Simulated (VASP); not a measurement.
Write the native input for VASP 6.6.1 that does the following.

```yaml
Task: single point
Functional: PBEsol
Potentials_or_basis: VASP PAW PBE potentials, release 64 (Ge_d)
Cutoff: 500 eV
k_mesh: 10 × 10 × 10
Occupations: gaussian, width 0.01 eV
Spin: no spin polarisation
Dipole_correction: no
Further_INCAR_settings: ALGO = Normal; EDIFF = 1e-06; NBANDS = 21
```

The structure of Ge lies in POSCAR:

```
Ge
1.0
   -0.0208274358      2.8454166089      2.8662440447
    2.8454166089     -0.0208274358      2.8662440447
    2.8245891731      2.8245891731      0.0000000000
Ge
2
Direct
   -0.0010062861     -0.0010062861      0.0010062861
    0.2510062861      0.2510062861      0.2489937139
```

These files were run (other wordings do the same):

INCAR

```
SYSTEM = Ge
ALGO     = Normal         ! electronic algorithm
EDIFF    = 1E-6           ! SCF threshold, eV
ENCUT    = 500            ! plane-wave cutoff, eV
GGA      = PS             ! functional
GGA_COMPAT= .False.      
ISIF     = 2              ! what is computed and relaxed
ISMEAR   = 0              ! smearing method
LASPH    = .True.         ! aspherical terms in the spheres
LCHARG   = .False.        ! write CHGCAR
LREAL    = .False.        ! projectors in reciprocal space
LWAVE    = .False.        ! write WAVECAR
NBANDS   = 21             ! bands
NELM     = 120            ! most SCF steps
PREC     = Accurate       ! precision mode
SIGMA    = 0.01           ! smearing width, eV
```

KPOINTS

```
k-points
0
Gamma
  10 10 10
  0 0 0
```

Potentials or basis: VASP PAW PBE potentials, release 64 (Ge_d).

Launch:

```bash
$ cat potpaw_PBE.64/Ge_d/POTCAR > POTCAR
$ mpirun -np 1 vasp_std > vasp.out
```

Results of the run:

| Property | Result |
| --- | --- |
| Pressure | -1.5 GPa |
| Largest force | 0.005 eV/Å |

Caveat: the PAW data sets were made with another functional, which shifts forces and pressure a little.

Wall time 3.6 min on 1 thread of Intel Xeon 8259CL, on a shared host, peak memory 0.26 GiB.
